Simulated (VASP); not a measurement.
Runs of VASP 6.6.1 on AgBr. The structure is that of space group Fm-3m (No. 225), or close to it. The cells are those of the table. 

```csv
task,cell,gap on the mesh (eV),pressure (GPa)
single point,"a = 4.173 Å, angles 60.0°, 2 atoms",0.70,(a)
single point,"a = 4.132 Å, angles 60.0°, 2 atoms",0.69,-0.1
single point,"a = 4.004 Å, angles 60.0°, 2 atoms",0.67,4.6
single point,"a = 4.265 Å, angles 60.0°, 2 atoms",(b),(c)
single point,"a = 4.090 Å, angles 60.0°, 2 atoms",0.68,1.2
single point,"a = 4.048 Å, angles 60.0°, 2 atoms",0.67,2.7
relaxation of cell and atoms,"relaxed from a = 4.059 Å, angles 60.0°, 2 atoms",0.69,0.0
single point,"a = 3.959 Å, angles 60.0°, 2 atoms",0.67,6.8
```

Alike in all rows: level PBE; potentials or basis VASP PAW PBE potentials, release 64 (Ag, Br); no spin polarisation; k mesh 8 × 8 × 8; cutoff (eV) 500; smearing gaussian 0.02 eV.

Q: Estimate the missing entries.

A: (a) -1.1; (b) 0.74; (c) -2.9.

Caveats: the cell stands under pressure (at least some runs).

A k mesh can miss the band edges, and the runs leave out spin-orbit coupling on Ag, Br.
